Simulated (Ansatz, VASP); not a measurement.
**BP in VASP and in Ansatz**

INCAR

```
ALGO = Normal
EDIFF = 1E-7
ENCUT = 520
GGA = PE
ISIF = 2
ISMEAR = 0
LASPH = True
LCHARG = False
LREAL = False
LWAVE = False
NBANDS = 11
NELM = 80
PREC = Accurate
SIGMA = 0.02
```

Contents of KPOINTS:

```
k-points
0
Gamma
  10 10 10
```

File POSCAR:

```
BP
1.0
    0.0000000000      2.1792983272      2.1792983272
    2.1792983272      0.0000000000      2.1792983272
    2.1792983272      2.1792983272      0.0000000000
B P
1 1
Direct
    0.5000000000      0.5000000000      0.5000000000
    0.7500000000      0.7500000000      0.7500000000
```

Input for Ansatz:

```yaml
crystal:
  lattice:
    - [0.0, 2.1792983272, 2.1792983272]
    - [2.1792983272, 0.0, 2.1792983272]
    - [2.1792983272, 2.1792983272, 0.0]
  atoms:
    - { symbol: B, position: [0.5, 0.5, 0.5] }
    - { symbol: P, position: [0.75, 0.75, 0.75] }
basis:
  ecutwfc: 420
kpoints:
  mp_grid: { grid: [10, 10, 10] }
hamiltonian:
  xc: pbe
scf:
  occupations: { method: gaussian, width: 0.02 }
output:
  forces: true
  stress: true
  eigenvalues: true
```

Alike in both runs: task single point; functional PBE; k mesh 10 × 10 × 10; occupations gaussian, width 0.02 eV; no spin polarisation.

|  | VASP | Ansatz |
| --- | --- | --- |
| version | VASP 6.6.1 | Ansatz 0.2.0 |
| potentials or method | VASP PAW PBE potentials, release 64 (B, P), cutoff 520 eV | scalar-relativistic, plane waves, PAW |
| valence electrons in the cell | 8 | 8 |

|  | VASP | Ansatz | Ansatz less VASP |
| --- | --- | --- | --- |
| gap on the k mesh at the Fermi level (eV) | 1.07 | 1.07 | +0.006 |
| least direct gap on the mesh (eV) | 3.61 | 3.62 | +0.005 |
| pressure (GPa) | 26.0 | 26.4 | +0.37 |
